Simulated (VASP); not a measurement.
# LiCl (Cm) in VASP: single point with HSE06

Aim: the single point of LiCl with HSE06.

All numbers are computed with VASP 6.6.1; they aren't measurements. Logs are shortened: lines on timing, memory, paths and dates and some standing lists are left out, and cuts for length are marked.

**1. The cell of the first run**

The typed cell holds 6 atoms: a = 3.918 Å, b = 3.918 Å, c = 9.739 Å, α = 101.63°, β = 101.63°, γ = 60.02°.

**2. Single point, HSE06**

The input, POSCAR:

```
LiCl
1.0
    3.3922917166     -1.9593649179      0.0077584704
    3.3922917166      1.9593649179      0.0077584704
   -2.2887675939      0.0000000000      9.4657462044
Li Cl
3 3
Direct
    0.8355038811      0.8355038811      0.9563451230
    0.6135047911      0.6135047911      0.2912275959
    0.0577350868      0.0577350868      0.6236576481
    0.6975212113      0.6975212113      0.5433678022
    0.1420151477      0.1420151477      0.8759019826
    0.9196100262      0.9196100262      0.2094998482
```

The input, INCAR.step1:

```
SYSTEM = LiCl
PREC = Accurate
ENCUT = 650
EDIFF = 1E-5
ISMEAR = 0
SIGMA = 0.02
LREAL = .FALSE.
LASPH = .TRUE.
NELM = 120
ALGO = Normal
ISIF = 2
LWAVE = .TRUE.
LCHARG = .FALSE.
GGA = PE
NBANDS = 24
GGA_COMPAT = .FALSE.
KPAR = 4
```

The input, INCAR.step2:

```
SYSTEM = LiCl
PREC = Accurate
ENCUT = 650
EDIFF = 1E-6
ISMEAR = 0
SIGMA = 0.02
LREAL = .FALSE.
LASPH = .TRUE.
NELM = 120
ALGO = Normal
ISIF = 2
LWAVE = .FALSE.
LCHARG = .FALSE.
GGA = PE
LHFCALC = .TRUE.
HFSCREEN = 0.2079
PRECFOCK = Normal
ISTART = 1
NBANDS = 24
GGA_COMPAT = .FALSE.
KPAR = 4
```

The input, KPOINTS:

```
Automatic mesh
0
G
  6 6 2
  0 0 0
```

Potentials or basis: VASP PAW PBE potentials, release 64 (Li_sv, Cl).

Launch:

```
> cat potpaw_PBE.64/Li_sv/POTCAR potpaw_PBE.64/Cl/POTCAR > POTCAR
> cp INCAR.step1 INCAR
> mpirun -np 4 vasp_std > vasp.out
> cp INCAR.step2 INCAR
> mpirun -np 4 vasp_std > vasp.out
```

OUTCAR:

```text
SYSTEM = LiCl
   PREC = Accurate
   ENCUT = 650
   EDIFF = 1E-6
   ISMEAR = 0
   LREAL = .FALSE.
   LASPH = .TRUE.
   NELM = 120
   ISIF = 2
   GGA = PE
   LHFCALC = .TRUE.
   HFSCREEN = 0.2079
   PRECFOCK = Normal
   ISTART = 1

 ion  position               nearest neighbor table
   1  0.836  0.836  0.956-   5 2.39   5 2.39   5 2.39   6 2.40
   2  0.614  0.614  0.291-   4 2.39   6 2.39   6 2.39   6 2.39
   3  0.058  0.058  0.624-   4 2.39   4 2.39   4 2.39   5 2.39
   4  0.698  0.698  0.543-   3 2.39   3 2.39   3 2.39   2 2.39
   5  0.142  0.142  0.876-   1 2.39   1 2.39   1 2.39   3 2.39
   6  0.920  0.920  0.209-   2 2.39   2 2.39   2 2.39   1 2.40

  LATTYP: Found a base centered monoclinic cell.
 ALAT       =     6.7846011775
 B/A-ratio  =     0.5775917749
 C/A-ratio  =     1.4353860485
 COS(beta)  =    -0.2327984367

  Lattice vectors:

 A1 = (   3.3922917166,  -1.9593649179,   0.0077584704)
 A2 = (   3.3922917166,   1.9593649179,   0.0077584704)
 A3 = (  -2.2887675939,   0.0000000000,   9.4657462044)

Analysis of symmetry for initial positions (statically):
=====================================================================
 Subroutine PRICEL returns:
 Original cell was already a primitive cell.

 Routine SETGRP: Setting up the symmetry group for a
 base centered monoclinic supercell.

 Subroutine GETGRP returns: Found  2 space group operations
 (whereof  2 operations were pure point group operations)
 out of a pool of  4 trial point group operations.

The static configuration has the point symmetry C_1h.

Analysis of symmetry for dynamics (positions and initial velocities):
=====================================================================
 Subroutine PRICEL returns:
 Original cell was already a primitive cell.

 Routine SETGRP: Setting up the symmetry group for a
 base centered monoclinic supercell.

 Subroutine GETGRP returns: Found  2 space group operations
 (whereof  2 operations were pure point group operations)
 out of a pool of  4 trial point group operations.

The dynamic configuration has the point symmetry C_1h.

 Subroutine INISYM returns: Found  2 space group operations
 (whereof  2 operations are pure point group operations),
 and found     1 'primitive' translations

----------------------------------------------------------------------------------------

                                     Primitive cell

  volume of cell :     125.9022

  direct lattice vectors                    reciprocal lattice vectors
     3.392291717 -1.959364918  0.007758470     0.147311520 -0.255184726  0.035619150
     3.392291717  1.959364918  0.007758470     0.147311520  0.255184726  0.035619150
    -2.288767594  0.000000000  9.465746204    -0.000241484  0.000000000  0.105585685

  length of vectors
     3.917501010  3.917501010  9.738521875     0.296797325  0.296797325  0.105585961

  position of ions in fractional coordinates (direct lattice)
     0.835503881  0.835503881  0.956345123
     0.613504791  0.613504791  0.291227596
     0.057735087  0.057735087  0.623657648
     0.697521211  0.697521211  0.543367802
     0.142015148  0.142015148  0.875901983
     0.919610026  0.919610026  0.209499848

  ion indices of the primitive-cell ions
   primitive index   ion index
                 1           1
                 2           2
                 3           3
                 4           4
                 5           5
                 6           6

----------------------------------------------------------------------------------------

 KPOINTS: Automatic mesh

Automatic generation of k-mesh.
 Grid dimensions read from file:
 generate k-points for:    6    6    2

 Generating k-lattice:

  Cartesian coordinates                     Fractional coordinates (reciprocal lattice)
     0.024551920 -0.042530788  0.005936525     0.166666667 -0.000000000  0.000000000
     0.024551920  0.042530788  0.005936525    -0.000000000  0.166666667  0.000000000
    -0.000120742  0.000000000  0.052792843     0.000000000  0.000000000  0.500000000

  Length of vectors
     0.049466221  0.049466221  0.052792981

  Shift w.r.t. Gamma in fractional coordinates (k-lattice)
     0.000000000  0.000000000  0.000000000

 Subroutine IBZKPT returns following result:
 ===========================================

 Found     26 irreducible k-points:

 Following reciprocal coordinates:
            Coordinates               Weight
  0.000000  0.000000  0.000000      1.000000
  0.166667  0.000000 -0.000000      4.000000
  0.333333  0.000000 -0.000000      4.000000
  0.500000  0.000000 -0.000000      2.000000
  0.166667  0.166667 -0.000000      2.000000
  0.333333  0.166667  0.000000      4.000000
[... 16 lines left out ...]
  0.333333  0.333333  0.500000      2.000000
  0.500000  0.333333  0.500000      4.000000
 [... further k-points ...]
   k-points           NKPTS =     26   k-points in BZ     NKDIM =     72   number of bands    NBANDS=     24
   number of dos      NEDOS =    301   number of ions     NIONS =      6
   total plane-waves  NPLWV = 108864
   dimension x,y,z NGX =    36 NGY =   36 NGZ =   84
   dimension x,y,z NGXF=    72 NGYF=   72 NGZF=  168
   ions per type =               3   3
   NGX,Y,Z   is equivalent  to a cutoff of  15.28, 15.28, 14.34 a.u.
   NGXF,Y,Z  is equivalent  to a cutoff of  30.55, 30.55, 28.68 a.u.
 SYSTEM =  LiCl
   PREC   = accura    normal or accurate (medium, high low for compatibility)
   ISTART =      1    job   : 0-new  1-cont  2-samecut
   ICHARG =      0    charge: 1-file 2-atom 10-const
   ISPIN  =      1    spin polarized calculation?
   LNONCOLLINEAR =      F non collinear calculations
   LSORBIT =      F    spin-orbit coupling
   LASPH  =      T    aspherical Exc in radial PAW
   ENCUT  =  650.0 eV  47.77 Ry    6.91 a.u.   8.14  8.14 20.24*2*pi/ulx,y,z
   NELM   =    120;   NELMIN=  2; NELMDL=  0     # of ELM steps
   EDIFF  = 0.1E-05   stopping-criterion for ELM
   LREAL  =      F    real-space projection
   EDIFFG = 0.1E-04   stopping-criterion for IOM
   NSW    =      0    number of steps for IOM
   IBRION =     -1    ionic relax: 0-MD 1-quasi-New 2-CG
   NFREE  =      0    steps in history (QN), initial steepest desc. (CG)
   ISIF   =      2    stress and relaxation
   ISYM   =      3    0-nonsym 1-usesym 2-fastsym
   POTIM  = 0.5000    time-step for ionic-motion
   TEBEG  =    0.0;   TEEND  =   0.0 temperature during run
   PSTRESS=    0.0 pullay stress
   NELECT =      30.0000    total number of electrons
   NUPDOWN=      -1.0000    fix difference up-down
   EMIN   =  10.00;   EMAX   =-10.00  energy-range for DOS
   EFERMI =   0.00;   METHOD = LEGACY
   ISMEAR =     0;   SIGMA  =   0.02  broadening in eV -4-tet -1-fermi 0-gaus
   EFERMI_NEDOS =   21; number of points for ismear=-14 and -15
   IALGO  =     38    algorithm
   IMIX   =      1    mixing-type and parameters
     AMIX     =   0.40;   BMIX     =  1.00
     AMIX_MAG =   1.60;   BMIX_MAG =  1.00
  volume/ion in A,a.u.               =      20.98       141.61
  Fermi-wavevector in a.u.,A,eV,Ry     =   1.014933  1.917945 14.015215  1.030089
  Thomas-Fermi vector in A             =   2.148190
   LORBIT       =      0    0 simple, 1 ext, 2 COOP (PROOUT), +10 PAW based schemes
   GGA     = PE    functional components
   LHFCALC =     T    Hartree Fock is set to
   PRECFOCK=normal    Normal, Fast or Accurate (Low or Medium for compatibility)
   ENCUT4O =  -1.0   cutoff for four orbital integrals eV
   NKREDX  =     1    reduce k-point grid by
   NKREDY  =     1    reduce k-point grid by
   NKREDZ  =     1    reduce k-point grid by
   AEXX    =    0.2500 exact exchange contribution
   HFSCREEN=    0.2079 screening length (either q_TF or 0.3 A-1)
   HFSCREENC=   0.2079 screening length for correlation (either q_TF or 0.3 A-1)
   ENCUTFOCK=  -1.0 apply spherical cutoff to Coloumb kernel
   IVDW    =     0    specifies the selected vdW correction
   LEPSILON=     F    determine dielectric tensor
   LRPA    =     F    only Hartree local field effects (RPA)
 non-spin polarized calculation
 Gauss-broadening in eV      SIGMA  =   0.02
  energy-cutoff  :      650.00
  volume of cell :      125.90
 maximum number of plane-waves:      4754
 NGX is ok and might be reduce to    36
  NGX = 28; NGY = 28; NGZ = 64

 number of electron      30.0000001 magnetization

 Free energy of the ion-electron system (eV)
  ---------------------------------------------------
  ext. energy  EPLUGINS =         0.00000000
  ---------------------------------------------------
  free energy    TOTEN  =       -25.49654522 eV

  energy without entropy =      -25.49654522  energy(sigma->0) =      -25.49654522

 E-fermi :  -2.1091     XC(G=0):  -6.3779

 val. band max:       -2.2598793015   @ k =   0.0000   0.0000   0.0000
 cond. band min:       5.0047220654   @ k =   0.0000   0.0000   0.0000
 fundamental gap:      7.2646013669
 Fermi energy:        -2.1091075129

 k-point     1 :       0.0000    0.0000    0.0000
  band No.  band energies     occupation
      1     -47.9080      2.00000
      2     -47.8951      2.00000
      3     -47.8920      2.00000
      4     -16.1746      2.00000
      5     -15.9425      2.00000
      6     -15.9285      2.00000
[... 16 lines left out ...]
     23       9.5482      0.00000
     24       9.6538      0.00000

 k-point     2 :       0.1667    0.0000   -0.0000
  band No.  band energies     occupation
      1     -47.9077      2.00000
      2     -47.8948      2.00000
      3     -47.8917      2.00000
      4     -16.1097      2.00000
      5     -15.9140      2.00000
      6     -15.8818      2.00000
[... 16 lines left out ...]
     23       9.8406      0.00000
     24      10.1211      0.00000

 k-point     3 :       0.3333    0.0000   -0.0000
  band No.  band energies     occupation
      1     -47.9072      2.00000
      2     -47.8943      2.00000
      3     -47.8913      2.00000
      4     -15.9646      2.00000
      5     -15.8428      2.00000
      6     -15.8089      2.00000
[... 16 lines left out ...]
     23       9.9201      0.00000
     24      10.6774      0.00000

 k-point     4 :       0.5000    0.0000   -0.0000
  band No.  band energies     occupation
      1     -47.9070      2.00000
      2     -47.8941      2.00000
      3     -47.8910      2.00000
      4     -15.8740      2.00000
      5     -15.8035      2.00000
      6     -15.7894      2.00000
[... 16 lines left out ...]
     23      10.3176      0.00000
     24      11.1174      0.00000

 k-point     5 :       0.1667    0.1667   -0.0000
  band No.  band energies     occupation
      1     -47.9077      2.00000
      2     -47.8948      2.00000
      3     -47.8917      2.00000
      4     -16.1068      2.00000
      5     -15.9302      2.00000
      6     -15.8682      2.00000
[... 16 lines left out ...]
     23       9.9082      0.00000
     24      10.0151      0.00000

 k-point     6 :       0.3333    0.1667    0.0000
  band No.  band energies     occupation
      1     -47.9073      2.00000
      2     -47.8945      2.00000
      3     -47.8914      2.00000
      4     -15.9992      2.00000
      5     -15.8791      2.00000
      6     -15.8111      2.00000
[... 16 lines left out ...]
     23       9.8978      0.00000
     24      10.1754      0.00000
[... 379 lines left out ...]
 k-point    21 :      -0.3333    0.1667    0.5000
  band No.  band energies     occupation
      1     -47.9070      2.00000
      2     -47.8941      2.00000
      3     -47.8910      2.00000
      4     -15.8584      2.00000
      5     -15.8414      2.00000
      6     -15.7673      2.00000
[... 16 lines left out ...]
     23      10.3965      0.00000
     24      10.7753      0.00000

 k-point    22 :      -0.1667    0.1667    0.5000
  band No.  band energies     occupation
      1     -47.9073      2.00000
      2     -47.8945      2.00000
      3     -47.8914      2.00000
      4     -15.9607      2.00000
      5     -15.9440      2.00000
      6     -15.7851      2.00000
[... 16 lines left out ...]
     23      10.1107      0.00000
     24      10.1286      0.00000

 k-point    23 :       0.3333    0.3333    0.5000
  band No.  band energies     occupation
      1     -47.9072      2.00000
      2     -47.8943      2.00000
      3     -47.8913      2.00000
      4     -15.9538      2.00000
      5     -15.8734      2.00000
      6     -15.7883      2.00000
[... 16 lines left out ...]
     23       9.9660      0.00000
     24      10.6176      0.00000

 k-point    24 :       0.5000    0.3333    0.5000
  band No.  band energies     occupation
      1     -47.9070      2.00000
      2     -47.8941      2.00000
      3     -47.8910      2.00000
      4     -15.8739      2.00000
      5     -15.8139      2.00000
      6     -15.7785      2.00000
[... 16 lines left out ...]
     23      10.2758      0.00000
     24      10.5453      0.00000

 [... further k-points ...]

------------------------ aborting loop because EDIFF is reached ----------------------------------------

  FORCE on cell =-STRESS in cart. coord.  units (eV):
  Direction    XX          YY          ZZ          XY          YZ          ZX
  --------------------------------------------------------------------------------------
  -------------------------------------------------------------------------------------
  Total       -0.4466314     -0.4501566     -0.4325025      0.0000000      0.0000000      0.0033957
  in kB       -5.6836376     -5.7284977     -5.5038390      0.0000000      0.0000000      0.0432120
  external PRESSURE =      -5.6386581 kB  Pullay stress =       0.0000000 kB

 VOLUME and BASIS-vectors are now :
 -----------------------------------------------------------------------------
  energy-cutoff  :      650.00
  volume of cell :      125.90
      direct lattice vectors                 reciprocal lattice vectors
     3.392291717 -1.959364918  0.007758470     0.147311520 -0.255184726  0.035619150
     3.392291717  1.959364918  0.007758470     0.147311520  0.255184726  0.035619150
    -2.288767594  0.000000000  9.465746204    -0.000241484  0.000000000  0.105585685

 POSITION                                       TOTAL-FORCE (eV/Angst)
 -----------------------------------------------------------------------------------
      3.47969      0.00000      9.06548        -0.000424      0.000000     -0.001466
      3.49582      0.00000      2.76621         0.000049      0.000000      0.000913
     -1.03570      0.00000      5.90428        -0.000067      0.000000      0.001786
      3.48875      0.00000      5.15421         0.000314      0.000000     -0.002355
     -1.04122      0.00000      8.29327        -0.000133      0.000000     -0.000104
      5.75967      0.00000      1.99734         0.000261      0.000000      0.001227
 -----------------------------------------------------------------------------------
    total drift:                               -0.000291      0.000001     -0.000174

  FREE ENERGIE OF THE ION-ELECTRON SYSTEM (eV)
  ---------------------------------------------------
  free  energy   TOTEN  =       -25.4965452184 eV

  energy  without entropy=      -25.4965452184  energy(sigma->0) =      -25.49654522
```

Run time: 48 min. Hardware: 4 MPI ranks of Intel Xeon Platinum 8259CL at 2.50GHz (Skylake/Cascade Lake), shared host; peak memory 0.53 GiB.

Results:

```
Free energy            : -25.4965 eV
Pressure               : -0.6 GPa
Band gap on the k mesh : 7.26 eV
```

Forces on the atoms (eV/Å):
```
Li   0.000  0.000 -0.001
Li   0.000  0.000  0.001
Li   0.000  0.000  0.002
Cl   0.000  0.000 -0.002
Cl   0.000  0.000  0.000
Cl   0.000  0.000  0.001
```

Caveat: the PAW data sets were made with another functional, which shifts forces and pressure a little.
